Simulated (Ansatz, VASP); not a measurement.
**One calculation of As, two programs**

Contents of INCAR:

```
SYSTEM = As
ALGO = Normal ; EDIFF = 1E-6
EDIFFG = -0.005 ; ENCUT = 600
GGA = PE ; IBRION = 2
ISIF = 3 ; ISMEAR = -1
LASPH = .TRUE. ; LCHARG = .FALSE.
LREAL = .FALSE. ; LWAVE = .FALSE.
NELM = 100 ; NSW = 45
PREC = Accurate ; SIGMA = 0.05
```

The input KPOINTS:

```
k-points
0
G
  17 17 17
  0 0 0
```

Contents of POSCAR:

```
As
1.0
   -1.6836576150      1.6836576150      1.6836576150
    1.6836576150     -1.6836576150      1.6836576150
    1.6836576150      1.6836576150     -1.6836576150
As
1
Direct
    0.0000000000      0.0000000000      0.0000000000
```

Input for Ansatz:

```yaml
crystal:
  lattice:
    - [-1.683657615, 1.683657615, 1.683657615]
    - [1.683657615, -1.683657615, 1.683657615]
    - [1.683657615, 1.683657615, -1.683657615]
  atoms:
    - { symbol: As, position: [0.0, 0.0, 0.0] }
kpoints:
  mp_grid: { grid: [17, 17, 17] }
scf:
  occupations: { method: fermi_dirac, width: 0.05 }
hamiltonian:
  xc: pbe
  pseudopotentials:
    kind: all_electron
    lapw: { basis_error: 0.0005 }
    relativity: none
output:
  forces: true
  stress: true
  eigenvalues: true
  populations: true
relax:
  f_tol: 0.005
  max_steps: 25
  cell: {}
```

Alike in both runs: task relaxation of cell and atoms; functional PBE; k mesh 17 × 17 × 17; occupations fermi-dirac, width 0.05 eV; no spin polarisation.

|  | VASP | Ansatz |
| --- | --- | --- |
| version | VASP 6.6.1 | Ansatz 0.2.0 |
| potentials or method | VASP PAW PBE potentials, release 64 (As), cutoff 600 eV | all-electron LAPW, non-relativistic |

|  | VASP | Ansatz | Ansatz less VASP |
| --- | --- | --- | --- |
| relaxed volume (Å³/atom) | 19.11 | 19.11 | 0.000 |
| relaxed cell length with the largest relative difference (Å) | 2.917 | 2.917 | 0.0000 |

Ansatz ran all-electron here, and VASP with PAW potentials.
